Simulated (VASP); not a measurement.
# N (Fm-3m) in VASP: a series of runs, part 2 of 2

VASP 6.6.1.

## 3. Single point, LDA

Input file INCAR:

```
  PREC = Accurate
  ENCUT = 520
  EDIFF = 1E-6
  ISMEAR = 0
  SIGMA = 0.05
  LREAL = F
  LASPH = T
  NELM = 100
  ALGO = Normal
  ISIF = 2
  LWAVE = F
  LCHARG = F
  GGA = CA
  NBANDS = 8
```

Input file KPOINTS:

```
regular mesh
0
Gamma
  12 12 12
```

Input file POSCAR:

```
N
1.0
    2.1974170000      0.0000000000      0.0000000000
    1.0987085000      1.9030189447      0.0000000000
    1.0987085000      0.6343396482      1.7941834674
N
1
Direct
    0.0000000000      0.0000000000      0.0000000000
```

Potentials or basis: VASP PAW LDA potentials, release 64 (N).

Started as:

```console
> cat potpaw_LDA.64/N/POTCAR > POTCAR
> mpirun -np 1 vasp_std > vasp.out
```

OUTCAR:

```text
PREC = Accurate
   ENCUT = 520
   EDIFF = 1E-6
   ISMEAR = 0
   LREAL = F
   LASPH = T
   NELM = 100
   ISIF = 2
   GGA = CA

 ion  position               nearest neighbor table
   1  0.000  0.000  0.000-

  LATTYP: Found a face centered cubic cell.
 ALAT       =     3.1076169236

  Lattice vectors:

 A1 = (   2.1974170000,   0.0000000000,   0.0000000000)
 A2 = (   1.0987085000,   1.9030189447,   0.0000000000)
 A3 = (   1.0987085000,   0.6343396482,   1.7941834674)

Analysis of symmetry for initial positions (statically):
=====================================================================
 Subroutine PRICEL returns:
 Original cell was already a primitive cell.

 Routine SETGRP: Setting up the symmetry group for a
 face centered cubic supercell.

 Subroutine GETGRP returns: Found 48 space group operations
 (whereof 48 operations were pure point group operations)
 out of a pool of 48 trial point group operations.

The static configuration has the point symmetry O_h .

Analysis of symmetry for dynamics (positions and initial velocities):
=====================================================================
 Subroutine PRICEL returns:
 Original cell was already a primitive cell.

 Routine SETGRP: Setting up the symmetry group for a
 face centered cubic supercell.

 Subroutine GETGRP returns: Found 48 space group operations
 (whereof 48 operations were pure point group operations)
 out of a pool of 48 trial point group operations.

The dynamic configuration has the point symmetry O_h .

 Subroutine INISYM returns: Found 48 space group operations
 (whereof 48 operations are pure point group operations),
 and found     1 'primitive' translations

----------------------------------------------------------------------------------------

                                     Primitive cell

  volume of cell :       7.5028

  direct lattice vectors                    reciprocal lattice vectors
     2.197417000  0.000000000  0.000000000     0.455079760 -0.262740422 -0.185785534
     1.098708500  1.903018945  0.000000000     0.000000000  0.525480843 -0.185785534
     1.098708500  0.634339648  1.794183467     0.000000000  0.000000000  0.557356602

  length of vectors
     2.197417000  2.197417000  2.197417000     0.557356602  0.557356602  0.557356602

  position of ions in fractional coordinates (direct lattice)
     0.000000000  0.000000000  0.000000000

  ion indices of the primitive-cell ions
   primitive index   ion index
                 1           1

----------------------------------------------------------------------------------------

 KPOINTS: regular mesh

Automatic generation of k-mesh.
 Grid dimensions read from file:
 generate k-points for:   12   12   12

 Generating k-lattice:

  Cartesian coordinates                     Fractional coordinates (reciprocal lattice)
     0.037923313 -0.021895035 -0.015482128     0.083333333 -0.000000000 -0.000000000
     0.000000000  0.043790070 -0.015482128     0.000000000  0.083333333  0.000000000
     0.000000000  0.000000000  0.046446383     0.000000000  0.000000000  0.083333333

  Length of vectors
     0.046446383  0.046446383  0.046446383

  Shift w.r.t. Gamma in fractional coordinates (k-lattice)
     0.000000000  0.000000000  0.000000000

 Subroutine IBZKPT returns following result:
 ===========================================

 Found     72 irreducible k-points:

 Following reciprocal coordinates:
            Coordinates               Weight
  0.000000  0.000000  0.000000      1.000000
  0.083333  0.000000  0.000000      8.000000
  0.166667  0.000000  0.000000      8.000000
  0.250000  0.000000  0.000000      8.000000
  0.333333  0.000000  0.000000      8.000000
  0.416667  0.000000  0.000000      8.000000
[... 16 lines left out ...]
  0.500000  0.166667  0.000000     24.000000
 -0.416667  0.166667 -0.000000     24.000000
 [... further k-points ...]
   k-points           NKPTS =     72   k-points in BZ     NKDIM =     72   number of bands    NBANDS=      8
   number of dos      NEDOS =    301   number of ions     NIONS =      1
   total plane-waves  NPLWV =   4096
   dimension x,y,z NGX =    16 NGY =   16 NGZ =   16
   dimension x,y,z NGXF=    32 NGYF=   32 NGZF=   32
   ions per type =               1
   NGX,Y,Z   is equivalent  to a cutoff of  12.10, 12.10, 12.10 a.u.
   NGXF,Y,Z  is equivalent  to a cutoff of  24.21, 24.21, 24.21 a.u.
 SYSTEM =  unknown system
   PREC   = accura    normal or accurate (medium, high low for compatibility)
   ISTART =      0    job   : 0-new  1-cont  2-samecut
   ICHARG =      2    charge: 1-file 2-atom 10-const
   ISPIN  =      1    spin polarized calculation?
   LNONCOLLINEAR =      F non collinear calculations
   LSORBIT =      F    spin-orbit coupling
   LASPH  =      T    aspherical Exc in radial PAW
   ENCUT  =  520.0 eV  38.22 Ry    6.18 a.u.   4.09  4.09  4.09*2*pi/ulx,y,z
   NELM   =    100;   NELMIN=  2; NELMDL= -5     # of ELM steps
   EDIFF  = 0.1E-05   stopping-criterion for ELM
   LREAL  =      F    real-space projection
[... 7 lines left out ...]
   TEBEG  =    0.0;   TEEND  =   0.0 temperature during run
   PSTRESS=    0.0 pullay stress
   NELECT =       5.0000    total number of electrons
   NUPDOWN=      -1.0000    fix difference up-down
   EMIN   =  10.00;   EMAX   =-10.00  energy-range for DOS
   EFERMI =   0.00;   METHOD = LEGACY
   ISMEAR =     0;   SIGMA  =   0.05  broadening in eV -4-tet -1-fermi 0-gaus
   EFERMI_NEDOS =   21; number of points for ismear=-14 and -15
   IALGO  =     38    algorithm
   IMIX   =      4    mixing-type and parameters
     AMIX     =   0.40;   BMIX     =  1.00
     AMIX_MAG =   1.60;   BMIX_MAG =  1.00
  volume/ion in A,a.u.               =       7.50        50.63
  Fermi-wavevector in a.u.,A,eV,Ry     =   1.429960  2.702233 27.821014  2.044787
  Thomas-Fermi vector in A             =   2.549857
   LORBIT       =      0    0 simple, 1 ext, 2 COOP (PROOUT), +10 PAW based schemes
   GGA     = CA    functional components
   LHFCALC =     F    Hartree Fock is set to
   AEXX    =    0.0000 exact exchange contribution
   IVDW    =     0    specifies the selected vdW correction
   LEPSILON=     F    determine dielectric tensor
   LRPA    =     F    only Hartree local field effects (RPA)
 non-spin polarized calculation
 Gauss-broadening in eV      SIGMA  =   0.05
  energy-cutoff  :      520.00
  volume of cell :        7.50
 maximum number of plane-waves:       212
   NGX =  9   NGY =  9   NGZ =  9

 number of electron       5.0000000 magnetization

 Free energy of the ion-electron system (eV)
  ---------------------------------------------------
  ext. energy  EPLUGINS =         0.00000000
  ---------------------------------------------------
  free energy    TOTEN  =        -4.72314141 eV

  energy without entropy =       -4.72177538  energy(sigma->0) =       -4.72245840

 E-fermi :   5.2773     XC(G=0): -12.9816

 val. band max:        5.2664609183   @ k =  -0.1667   0.2500   0.0833
 cond. band min:       5.3006180756   @ k =  -0.4167   0.4167   0.0833
 fundamental gap:      0.0341571573
 Fermi energy:         5.2772911453

 k-point     1 :       0.0000    0.0000    0.0000
  band No.  band energies     occupation
      1     -14.7174      2.00000
      2       9.3624      0.00000
      3       9.3624      0.00000
      4       9.3624      0.00000
      5      28.9503      0.00000
      6      37.1502      0.00000
      7      37.1502      0.00000
      8      37.1502      0.00000

 k-point     2 :       0.0833    0.0000    0.0000
  band No.  band energies     occupation
      1     -14.4621      2.00000
      2       8.7012      0.00000
      3       9.2724      0.00000
      4       9.2724      0.00000
      5      29.1469      0.00000
      6      34.8875      0.00000
      7      37.4495      0.00000
      8      37.4495      0.00000
[... 221 lines left out ...]
 k-point    23 :       0.5000    0.1667    0.0000
  band No.  band energies     occupation
      1      -7.6130      2.00000
      2      -1.4667      2.00000
      3       6.1750      0.00000
      4       7.3863      0.00000
      5      26.8076      0.00000
      6      29.1973      0.00000
      7      34.4183      0.00000
      8      37.1604      0.00000

 k-point    24 :      -0.4167    0.1667   -0.0000
  band No.  band energies     occupation
      1      -7.2285      2.00000
      2      -1.9236      2.00000
      3       5.7385      0.00000
      4       7.6781      0.00000
      5      27.3170      0.00000
      6      29.2847      0.00000
      7      34.2369      0.00000
      8      36.6845      0.00000

 [... further k-points ...]

------------------------ aborting loop because EDIFF is reached ----------------------------------------

  FORCE on cell =-STRESS in cart. coord.  units (eV):
  Direction    XX          YY          ZZ          XY          YZ          ZX
  --------------------------------------------------------------------------------------
  -------------------------------------------------------------------------------------
  Total       -0.5367400     -0.5367400     -0.5367400     -0.0000000      0.0000000      0.0000000
  in kB     -114.6178070   -114.6178070   -114.6178070     -0.0000000      0.0000000      0.0000000
  external PRESSURE =    -114.6178070 kB  Pullay stress =       0.0000000 kB

 VOLUME and BASIS-vectors are now :
 -----------------------------------------------------------------------------
  energy-cutoff  :      520.00
  volume of cell :        7.50
      direct lattice vectors                 reciprocal lattice vectors
     2.197417000  0.000000000  0.000000000     0.455079760 -0.262740422 -0.185785534
     1.098708500  1.903018945  0.000000000     0.000000000  0.525480843 -0.185785534
     1.098708500  0.634339648  1.794183467     0.000000000  0.000000000  0.557356602

 POSITION                                       TOTAL-FORCE (eV/Angst)
 -----------------------------------------------------------------------------------
      0.00000      0.00000      0.00000        -0.000000     -0.000000      0.000000
 -----------------------------------------------------------------------------------
    total drift:                                0.000000     -0.000000      0.000000

  FREE ENERGIE OF THE ION-ELECTRON SYSTEM (eV)
  ---------------------------------------------------
  free  energy   TOTEN  =        -4.7231414088 eV

  energy  without entropy=       -4.7217753837  energy(sigma->0) =       -4.72245840
```

OSZICAR:

```text
N       E                     dE             d eps       ncg     rms          rms(c)
DAV:   1    -0.164975604033E+01   -0.16498E+01   -0.26145E+03  1272   0.539E+02
DAV:   2    -0.472320147471E+01   -0.30734E+01   -0.29754E+01  1536   0.464E+01
DAV:   3    -0.472725559473E+01   -0.40541E-02   -0.40540E-02  1312   0.190E+00
DAV:   4    -0.472725658288E+01   -0.98815E-06   -0.98897E-06  1600   0.303E-02
DAV:   5    -0.472725658369E+01   -0.80860E-09   -0.19619E-09  1304   0.247E-04    0.898E-01
DAV:   6    -0.472352262431E+01    0.37340E-02   -0.68364E-03  1152   0.562E-01    0.478E-01
DAV:   7    -0.472307998596E+01    0.44264E-03   -0.35334E-03  1160   0.412E-01    0.119E-01
DAV:   8    -0.472314133196E+01   -0.61346E-04   -0.21791E-05  1208   0.506E-02    0.501E-03
DAV:   9    -0.472314140884E+01   -0.76874E-07   -0.37682E-08   784   0.203E-03
   1 F= -.47231414E+01 E0= -.47224584E+01  d E =-.136603E-02
```

stdout:

```text
POSCAR found type information on POSCAR N
 POSCAR found :  1 types and       1 ions
 scaLAPACK will be used
 LDA part: xc-table for (Slater(with rela. corr.)+CA(PZ))
 , standard interpolation
 POSCAR, INCAR and KPOINTS ok, starting setup
 FFT: planning ... GRIDC
 FFT: planning ... GRID_SOFT
 FFT: planning ... GRID
 WAVECAR not read
 entering main loop
```

It took 2.4 s on 1 thread of Intel Xeon 8259CL, shared host; peak memory 0.1 GiB.

Results:

```
Free energy : -4.7231 eV
Pressure    : -11.5 GPa
```
